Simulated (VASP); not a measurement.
Set up this calculation in VASP 6.6.1, as the native input.

| Property | Result |
| --- | --- |
| Task | single point |
| Functional | LDA |
| Potentials or basis | VASP PAW LDA potentials, release 64 (Pb_d) |
| Cutoff | 520 eV |
| k mesh | 9 × 9 × 9 |
| Occupations | fermi-dirac, width 0.1 eV |
| Spin | no spin polarisation |
| Dipole correction | no |
| Further INCAR settings | ALGO = Normal; EDIFF = 1e-06; NBANDS = 21 |

The structure of Pb lies in POSCAR:

```
Pb
1.0
    0.0000000000      3.5450990030      3.5450990030
    3.5450990030      0.0000000000      3.5450990030
    3.5450990030      3.5450990030      0.0000000000
Pb
2
Direct
    0.1250000000      0.1250000000      0.1250000000
    0.8750000000      0.8750000000      0.8750000000
```

This cell differs from its parent crystal: volume scaled by 1.12.

The input as run:

INCAR

```
PREC = Accurate
ENCUT = 520
EDIFF = 1E-6
ISMEAR = -1
SIGMA = 0.1
LREAL = F
LASPH = T
NELM = 80
ALGO = Normal
ISIF = 2
LWAVE = F
LCHARG = T
LELF = T
LVHAR = T
NBANDS = 21
```

KPOINTS

```
Automatic mesh
0
Gamma
  9 9 9
```

Potentials or basis: VASP PAW LDA potentials, release 64 (Pb_d).

The run is started by

```bash
$ cat potpaw_LDA.64/Pb_d/POTCAR > POTCAR
$ mpirun -np 1 vasp_std > vasp.out
```

Results of the run:

| Property | Result |
| --- | --- |
| Pressure | -2.9 GPa |
| Band gap on the k mesh | zero (band 14 reaches 3.62 eV, above the bottom of band 15 at 2.63 eV) |

Caveat: spin-orbit coupling is left out, which moves the levels of the heavy elements.

It took 32 s on 1 thread of AMD EPYC 9R45 96-Core Processor (Zen 5), on a shared host, peak memory 0.18 GiB.
